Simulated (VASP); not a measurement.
# LiNbO3 (R3c) in VASP: further runs

Runs on LiNbO3. Level: PBE+D3(BJ). Tasks: single point, relaxation of cell and atoms.

Program: VASP 6.6.1. These are calculated values, not measurements. Logs are shortened: lines on timing, memory, paths and dates and some standing lists are left out, and cuts for length are marked.

### Step 1. The cell of the first run

Symmetry: R3c, No. 161, trigonal system. The conventional cell has a = 5.131 Å, b = 5.131 Å, c = 13.889 Å, α = 90.00°, β = 90.00°, γ = 120.00°. Li (site symmetry 3) has 6 O at 2.03 to 2.25 Å within 2.7 Å. Nb (site symmetry 3) has 6 O at 1.88 to 2.14 Å within 2.5 Å. O (site symmetry 1) has 2 Nb at 1.88 to 2.14 Å and 2 Li at 2.03 to 2.25 Å within 2.5 Å.

### Step 2. Single point, PBE+D3(BJ)

Input file INCAR:

```
SYSTEM = LiNbO3
ALGO = Normal
EDIFF = 1E-6
ENCUT = 520
GGA = PE
ISIF = 2
ISMEAR = 0
IVDW = 12
LASPH = .True.
LCHARG = .True.
LELF = .True.
LREAL = .False.
LVHAR = .True.
LWAVE = .False.
NBANDS = 45
NELM = 100
PREC = Accurate
SIGMA = 0.02
```

Input file KPOINTS:

```
k-points
0
Gamma
  6 6 6
  0 0 0
```

Input file POSCAR:

```
LiNbO3
1.0
    2.5655074849      1.4811964370      4.6296162941
   -2.5655074849      1.4811964370      4.6296162941
    0.0000000000     -2.9623928740      4.6296162941
Li Nb O
2 2 6
Direct
    0.2817099651      0.2817099651      0.2817099651
    0.7817099651      0.7817099651      0.7817099651
    0.0001308897      0.0001308897      0.0001308897
    0.5001308897      0.5001308897      0.5001308897
    0.1055833983      0.3648390817      0.7195516652
    0.7195516652      0.1055833983      0.3648390817
    0.3648390817      0.7195516652      0.1055833983
    0.2195516652      0.8648390817      0.6055833983
    0.8648390817      0.6055833983      0.2195516652
    0.6055833983      0.2195516652      0.8648390817
```

Potentials or basis: VASP PAW PBE potentials, release 64 (Li_sv, Nb_sv, O).

On the command line:

```console
> cat potpaw_PBE.64/Li_sv/POTCAR potpaw_PBE.64/Nb_sv/POTCAR potpaw_PBE.64/O/POTCAR > POTCAR
> mpirun -np 1 vasp_std > vasp.out
```

OUTCAR:

```text
SYSTEM = LiNbO3
   EDIFF = 1E-6
   ENCUT = 520
   GGA = PE
   ISIF = 2
   ISMEAR = 0
   IVDW = 12
   LASPH = .True.
   LREAL = .False.
   NELM = 100
   PREC = Accurate
 IVDW          = 12

 ion  position               nearest neighbor table
   1  0.282  0.282  0.282-   8 2.03  10 2.03   9 2.03   5 2.25   7 2.25   6 2.25
   2  0.782  0.782  0.782-   7 2.03   6 2.03   5 2.03   9 2.25   8 2.25  10 2.25
   3  0.000  0.000  0.000-   5 1.88   6 1.88   7 1.88   9 2.14   8 2.14  10 2.14
   4  0.500  0.500  0.500-   9 1.88  10 1.88   8 1.88   5 2.14   7 2.14   6 2.14
   5  0.106  0.365  0.720-   3 1.88   2 2.03   4 2.14   1 2.25
   6  0.720  0.106  0.365-   3 1.88   2 2.03   4 2.14   1 2.25
   7  0.365  0.720  0.106-   3 1.88   2 2.03   4 2.14   1 2.25
   8  0.220  0.865  0.606-   4 1.88   1 2.03   3 2.14   2 2.25
   9  0.865  0.606  0.220-   4 1.88   1 2.03   3 2.14   2 2.25
  10  0.606  0.220  0.865-   4 1.88   1 2.03   3 2.14   2 2.25

  LATTYP: Found a trigonal (rhomboedric) cell.
 ALAT       =     5.4962822499
 COS(alpha) =     0.5642488781

  Lattice vectors:

 A1 = (   2.5655074849,   1.4811964370,   4.6296162941)
 A2 = (  -2.5655074849,   1.4811964370,   4.6296162941)
 A3 = (   0.0000000000,  -2.9623928740,   4.6296162941)

Analysis of symmetry for initial positions (statically):
=====================================================================
 Subroutine PRICEL returns:
 Original cell was already a primitive cell.

 Routine SETGRP: Setting up the symmetry group for a
 trigonal (rhombohedral) supercell.

 Subroutine GETGRP returns: Found  6 space group operations
 (whereof  3 operations were pure point group operations)
 out of a pool of 12 trial point group operations.

The static configuration has the point symmetry C_3 .
 The point group associated with its full space group is C_3v.

Analysis of symmetry for dynamics (positions and initial velocities):
=====================================================================
 Subroutine PRICEL returns:
 Original cell was already a primitive cell.

 Routine SETGRP: Setting up the symmetry group for a
 trigonal (rhombohedral) supercell.

 Subroutine GETGRP returns: Found  6 space group operations
 (whereof  3 operations were pure point group operations)
 out of a pool of 12 trial point group operations.

The dynamic configuration has the point symmetry C_3 .
 The point group associated with its full space group is C_3v.

 Subroutine INISYM returns: Found  6 space group operations
 (whereof  3 operations are pure point group operations),
 and found     1 'primitive' translations

----------------------------------------------------------------------------------------

                                     Primitive cell

  volume of cell :     105.5558

  direct lattice vectors                    reciprocal lattice vectors
     2.565507485  1.481196437  4.629616294     0.194893214  0.112521650  0.072000207
    -2.565507485  1.481196437  4.629616294    -0.194893214  0.112521650  0.072000207
     0.000000000 -2.962392874  4.629616294     0.000000000 -0.225043299  0.072000207

  length of vectors
     5.496282250  5.496282250  5.496282250     0.236280588  0.236280588  0.236280588

  position of ions in fractional coordinates (direct lattice)
     0.281709965  0.281709965  0.281709965
     0.781709965  0.781709965  0.781709965
     0.000130890  0.000130890  0.000130890
     0.500130890  0.500130890  0.500130890
     0.105583398  0.364839082  0.719551665
     0.719551665  0.105583398  0.364839082
     0.364839082  0.719551665  0.105583398
     0.219551665  0.864839082  0.605583398
     0.864839082  0.605583398  0.219551665
     0.605583398  0.219551665  0.864839082

  ion indices of the primitive-cell ions
   primitive index   ion index
                 1           1
                 2           2
                 3           3
                 4           4
                 5           5
                 6           6
                 7           7
                 8           8
                 9           9
                10          10

----------------------------------------------------------------------------------------

 KPOINTS: k-points

Automatic generation of k-mesh.
 Grid dimensions read from file:
 generate k-points for:    6    6    6

 Generating k-lattice:

  Cartesian coordinates                     Fractional coordinates (reciprocal lattice)
     0.032482202  0.018753608  0.012000035     0.166666667  0.000000000 -0.000000000
    -0.032482202  0.018753608  0.012000035     0.000000000  0.166666667 -0.000000000
     0.000000000 -0.037507217  0.012000035    -0.000000000 -0.000000000  0.166666667

  Length of vectors
     0.039380098  0.039380098  0.039380098

  Shift w.r.t. Gamma in fractional coordinates (k-lattice)
     0.000000000  0.000000000  0.000000000

 Subroutine IBZKPT returns following result:
 ===========================================

 Found     32 irreducible k-points:

 Following reciprocal coordinates:
            Coordinates               Weight
  0.000000  0.000000  0.000000      1.000000
  0.166667  0.000000  0.000000      6.000000
  0.333333 -0.000000  0.000000      6.000000
  0.500000  0.000000  0.000000      3.000000
  0.166667  0.166667  0.000000      6.000000
  0.333333  0.166667  0.000000     12.000000
[... 16 lines left out ...]
  0.500000  0.500000  0.166667      6.000000
 -0.333333  0.500000  0.166667     12.000000
 [... further k-points ...]
   k-points           NKPTS =     32   k-points in BZ     NKDIM =     32   number of bands    NBANDS=     45
   number of dos      NEDOS =    301   number of ions     NIONS =     10
   total plane-waves  NPLWV =  74088
   dimension x,y,z NGX =    42 NGY =   42 NGZ =   42
   dimension x,y,z NGXF=    84 NGYF=   84 NGZF=   84
   ions per type =               2   2   6
   NGX,Y,Z   is equivalent  to a cutoff of  12.70, 12.70, 12.70 a.u.
   NGXF,Y,Z  is equivalent  to a cutoff of  25.41, 25.41, 25.41 a.u.
 SYSTEM =  LiNbO3
   PREC   = accura    normal or accurate (medium, high low for compatibility)
   ISTART =      0    job   : 0-new  1-cont  2-samecut
   ICHARG =      2    charge: 1-file 2-atom 10-const
   ISPIN  =      1    spin polarized calculation?
   LNONCOLLINEAR =      F non collinear calculations
   LSORBIT =      F    spin-orbit coupling
   LASPH  =      T    aspherical Exc in radial PAW
   ENCUT  =  520.0 eV  38.22 Ry    6.18 a.u.  10.22 10.22 10.22*2*pi/ulx,y,z
   NELM   =    100;   NELMIN=  2; NELMDL= -5     # of ELM steps
   EDIFF  = 0.1E-05   stopping-criterion for ELM
   LREAL  =      F    real-space projection
   EDIFFG = 0.1E-04   stopping-criterion for IOM
   NSW    =      0    number of steps for IOM
   IBRION =     -1    ionic relax: 0-MD 1-quasi-New 2-CG
   NFREE  =      0    steps in history (QN), initial steepest desc. (CG)
   ISIF   =      2    stress and relaxation
   ISYM   =      2    0-nonsym 1-usesym 2-fastsym
   POTIM  = 0.5000    time-step for ionic-motion
   TEBEG  =    0.0;   TEEND  =   0.0 temperature during run
   PSTRESS=    0.0 pullay stress
   NELECT =      68.0000    total number of electrons
   NUPDOWN=      -1.0000    fix difference up-down
   EMIN   =  10.00;   EMAX   =-10.00  energy-range for DOS
   EFERMI =   0.00;   METHOD = LEGACY
   ISMEAR =     0;   SIGMA  =   0.02  broadening in eV -4-tet -1-fermi 0-gaus
   EFERMI_NEDOS =   21; number of points for ismear=-14 and -15
   IALGO  =     38    algorithm
   IMIX   =      4    mixing-type and parameters
     AMIX     =   0.40;   BMIX     =  1.00
     AMIX_MAG =   1.60;   BMIX_MAG =  1.00
  volume/ion in A,a.u.               =      10.56        71.23
  Fermi-wavevector in a.u.,A,eV,Ry     =   1.413895  2.671874 27.199383  1.999098
  Thomas-Fermi vector in A             =   2.535493
   LORBIT       =      0    0 simple, 1 ext, 2 COOP (PROOUT), +10 PAW based schemes
   GGA     = PE    functional components
   LHFCALC =     F    Hartree Fock is set to
   AEXX    =    0.0000 exact exchange contribution
   IVDW    =    12    specifies the selected vdW correction
   LEPSILON=     F    determine dielectric tensor
   LRPA    =     F    only Hartree local field effects (RPA)
 non-spin polarized calculation
 Gauss-broadening in eV      SIGMA  =   0.02
  energy-cutoff  :      520.00
  volume of cell :      105.56
 maximum number of plane-waves:      2867
 NGX is ok and might be reduce to    42
   NGX = 21   NGY = 21   NGZ = 21

 number of electron      67.9999997 magnetization

 Free energy of the ion-electron system (eV)
  ---------------------------------------------------
  ext. energy  EPLUGINS =         0.00000000
  ---------------------------------------------------
  free energy    TOTEN  =       -80.00476749 eV

  energy without entropy =      -80.00476749  energy(sigma->0) =      -80.00476749

 E-fermi :   3.7256     XC(G=0): -10.8455

 val. band max:        3.5992399844   @ k =   0.1667   0.1667   0.1667
 cond. band min:       7.1782887310   @ k =   0.5000   0.3333   0.0000
 fundamental gap:      3.5790487466
 Fermi energy:         3.7255975279

 k-point     1 :       0.0000    0.0000    0.0000
  band No.  band energies     occupation
      1     -50.5959      2.00000
      2     -50.5804      2.00000
      3     -38.8785      2.00000
      4     -38.8759      2.00000
      5     -26.8889      2.00000
      6     -26.8889      2.00000
[... 37 lines left out ...]
     44      13.4540      0.00000
     45      13.4809      0.00000

 k-point     2 :       0.1667    0.0000    0.0000
  band No.  band energies     occupation
      1     -50.5948      2.00000
      2     -50.5814      2.00000
      3     -38.8784      2.00000
      4     -38.8761      2.00000
      5     -26.8804      2.00000
      6     -26.8790      2.00000
[... 1048 lines left out ...]
 k-point    24 :      -0.3333    0.5000    0.1667
  band No.  band energies     occupation
      1     -50.5894      2.00000
      2     -50.5868      2.00000
      3     -38.8775      2.00000
      4     -38.8770      2.00000
      5     -26.8921      2.00000
      6     -26.8903      2.00000
[... 37 lines left out ...]
     44      13.1082      0.00000
     45      14.1368      0.00000

 [... further k-points ...]

------------------------ aborting loop because EDIFF is reached ----------------------------------------

 Edisp (eV)   -2.30288

 E8    (eV) :    -0.9134

  FORCE on cell =-STRESS in cart. coord.  units (eV):
  Direction    XX          YY          ZZ          XY          YZ          ZX
  --------------------------------------------------------------------------------------
  -------------------------------------------------------------------------------------
  Total      -0.21977    -0.21977    -0.21554     0.00000     0.00000     0.00000
  in kB      -3.33583    -3.33583    -3.27153     0.00000     0.00000     0.00000
  external pressure =       -3.31 kB  Pullay stress =        0.00 kB

 VOLUME and BASIS-vectors are now :
 -----------------------------------------------------------------------------
  energy-cutoff  :      520.00
  volume of cell :      105.56
      direct lattice vectors                 reciprocal lattice vectors
     2.565507485  1.481196437  4.629616294     0.194893214  0.112521650  0.072000207
    -2.565507485  1.481196437  4.629616294    -0.194893214  0.112521650  0.072000207
     0.000000000 -2.962392874  4.629616294     0.000000000 -0.225043299  0.072000207

 POSITION                                       TOTAL-FORCE (eV/Angst)
 -----------------------------------------------------------------------------------
      0.00000      0.00000      3.91263         0.000000     -0.000000      0.005453
      0.00000      0.00000     10.85705         0.000000     -0.000000      0.005453
      0.00000      0.00000      0.00182         0.000000      0.000000     -0.026056
      0.00000      0.00000      6.94624         0.000000      0.000000     -0.026056
     -0.66512     -1.43481      5.50912         0.010918      0.002001      0.006868
      1.57514      0.14139      5.50912        -0.007192      0.008455      0.006868
     -0.91002      1.29342      5.50912        -0.003726     -0.010456      0.006868
     -1.65549     -0.18778      7.82393         0.003726     -0.010456      0.006868
      0.66512      1.52759      7.82393        -0.010918      0.002001      0.006868
      0.99037     -1.33981      7.82393         0.007192      0.008455      0.006868
 -----------------------------------------------------------------------------------
    total drift:                                0.000000     -0.000001     -0.000150

  FREE ENERGIE OF THE ION-ELECTRON SYSTEM (eV)
  ---------------------------------------------------
  free  energy   TOTEN  =       -82.3076455201 eV

  energy  without entropy=      -82.3076455201  energy(sigma->0) =      -82.30764552
```

Wall time 2.5 min (1 thread of Intel Xeon 6975P-C (Granite Rapids), shared host); peak memory 0.32 GiB.

Results:

| Quantity | Value |
| --- | --- |
| Free energy | -82.3076 eV |
| Largest force | 0.026 eV/Å |
| Band gap on the k mesh | 3.58 eV (least direct gap 3.62 eV) |
| Dispersion energy per atom | -0.230 eV |

Forces in eV/Å, atoms in the order of the input:
```
Li   0.000  0.000  0.005
Li   0.000  0.000  0.005
Nb   0.000  0.000 -0.026
Nb   0.000  0.000 -0.026
O    0.011  0.002  0.007
O   -0.007  0.008  0.007
O   -0.004 -0.010  0.007
O    0.004 -0.010  0.007
O   -0.011  0.002  0.007
O    0.007  0.008  0.007
```

Caveat: the cutoff is under 1.25 times the usual one of these potentials, so pressure, stress and relaxed cells hold a basis-set (Pulay) error. A k mesh can miss the band edges.

### Step 3. Relaxation of cell and atoms, PBE+D3(BJ)

This run uses another cell than the first one, of 10.90 Å³/atom.

Input file INCAR:

```
SYSTEM = LiNbO3
ALGO = Normal
EDIFF = 1E-6
EDIFFG = -0.005
ENCUT = 600
GGA = PE
IBRION = 2
ISIF = 3
ISMEAR = 0
IVDW = 12
LASPH = .TRUE.
LCHARG = .FALSE.
LREAL = .FALSE.
LWAVE = .FALSE.
NELM = 80
NSW = 70
PREC = Accurate
SIGMA = 0.02
```

Input file KPOINTS:

```
k-points
0
G
  6 6 6
  0 0 0
```

Input file POSCAR:

```
LiNbO3
1.0
    2.5947505979      1.4980799562      4.6714899528
   -2.5947505979      1.4980799562      4.6714899528
    0.0000000000     -2.9961599123      4.6714899528
Li Nb O
2 2 6
Direct
    0.2816011198      0.2816011198      0.2816011198
    0.7816011198      0.7816011198      0.7816011198
    0.0004547361      0.0004547361      0.0004547361
    0.5004547361      0.5004547361      0.5004547361
    0.1104440279      0.3581697208      0.7211453954
    0.7211453954      0.1104440279      0.3581697208
    0.3581697208      0.7211453954      0.1104440279
    0.2211453954      0.8581697208      0.6104440279
    0.8581697208      0.6104440279      0.2211453954
    0.6104440279      0.2211453954      0.8581697208
```

Potentials or basis: VASP PAW PBE potentials, release 64 (Li_sv, Nb_sv, O).

On the command line:

```console
> cat potpaw_PBE.64/Li_sv/POTCAR potpaw_PBE.64/Nb_sv/POTCAR potpaw_PBE.64/O/POTCAR > POTCAR
> mpirun -np 1 vasp_std > vasp.out
```

Run time: 24 min. Hardware: 1 thread of Intel Xeon 6975P-C (Granite Rapids), shared host; peak memory 0.44 GiB.

Results (log left out):

```
Free energy                           : -82.3346 eV
Relaxed volume                        : 10.51 Å³/atom
Relaxed cell                          : a = 5.488 Å, b = 5.488 Å, c = 5.488 Å, α = 55.64°, β = 55.64°, γ = 55.64°
Space group after relaxing (to 0.1 Å) : R3c (No. 161)
Energy gained by relaxing             : 4.9 meV/atom
Ionic steps                           : 24
Pressure after relaxing               : 0.0 GPa
Largest force after relaxing          : 0.005 eV/Å
Band gap on the k mesh                : 3.57 eV (least direct gap 3.61 eV)
Dispersion energy per atom            : -0.231 eV
```

Forces in eV/Å, atoms in the order of the input:
```
Li   0.000  0.000  0.005
Li   0.000  0.000  0.005
Nb   0.000  0.000 -0.005
Nb   0.000  0.000 -0.005
O   -0.003  0.004  0.000
O   -0.002 -0.004  0.000
O    0.005  0.001  0.000
O   -0.005  0.001  0.000
O    0.003  0.004  0.000
O    0.002 -0.004  0.000
```

Step by step:
```csv
step,energy change (eV),largest force (eV/Å),pressure (GPa),volume (Å³)
1,0.0000,0.0154,-3.90,108.95
2,-0.0009,0.5354,4.10,104.82
3,-0.0263,0.2614,-0.02,106.84
4,-0.0403,0.1165,0.07,105.93
5,-0.0412,0.1094,0.13,105.62
6,-0.0444,0.0773,-0.21,105.62
7,-0.0468,0.0606,-0.89,105.63
8,-0.0482,0.0155,-0.41,105.36
9,-0.0486,0.0201,-0.05,105.16
10,-0.0487,0.0153,-0.02,105.14
11,-0.0488,0.0077,0.03,105.06
12,-0.0488,0.0081,0.06,105.04
13,-0.0489,0.0077,0.00,105.07
14,-0.0489,0.0077,-0.05,105.09
15,-0.0489,0.0068,-0.06,105.09
16,-0.0489,0.0063,-0.05,105.10
17,-0.0489,0.0062,-0.04,105.10
18,-0.0489,0.0059,-0.01,105.08
19,-0.0489,0.0063,0.05,105.05
20,-0.0489,0.0052,0.05,105.06
21,-0.0489,0.0055,0.01,105.07
22,-0.0489,0.0052,0.00,105.06
23,-0.0489,0.0052,0.01,105.06
24,-0.0489,0.0048,0.03,105.06
```

Final structure:
```cif
data_structure
_symmetry_space_group_name_H-M 'P 1'
_symmetry_Int_Tables_number 1
_cell_length_a 5.4880
_cell_length_b 5.4880
_cell_length_c 5.4880
_cell_angle_alpha 55.641
_cell_angle_beta 55.641
_cell_angle_gamma 55.641
_cell_volume 105.06
loop_
_atom_site_label
_atom_site_type_symbol
_atom_site_fract_x
_atom_site_fract_y
_atom_site_fract_z
_atom_site_occupancy
Li1 Li 0.28169 0.28169 0.28169 1
Li2 Li 0.78169 0.78169 0.78169 1
Nb1 Nb 0.99992 0.99992 0.99992 1
Nb2 Nb 0.49992 0.49992 0.49992 1
O1 O 0.10537 0.36538 0.71946 1
O2 O 0.71946 0.10537 0.36538 1
O3 O 0.36538 0.71946 0.10537 1
O4 O 0.21946 0.86538 0.60537 1
O5 O 0.86538 0.60537 0.21946 1
O6 O 0.60537 0.21946 0.86538 1
```

Levels at points of the mesh, in eV from the valence-band top:
```csv
k point,band 30,band 31,band 32,band 33,band 34,band 35,band 36,band 37,band 38,band 39
"(0.00, 0.00, 0.00)",-0.67,-0.62,-0.55,-0.01,-0.01,3.60,3.60,4.04,5.09,5.09
"(0.50, 0.00, 0.00)",-0.44,-0.29,-0.29,-0.19,-0.19,3.87,3.87,4.70,4.70,4.93
"(0.50, 0.50, 0.00)",-0.96,-0.68,-0.65,-0.46,-0.22,3.67,4.08,4.57,4.59,5.23
"(0.50, 0.50, 0.50)",-0.66,-0.29,-0.29,-0.29,-0.29,4.63,4.63,4.83,4.83,4.83
```

Caveat: the cutoff is under 1.25 times the usual one of these potentials, so pressure, stress and relaxed cells hold a basis-set (Pulay) error. A k mesh can miss the band edges.
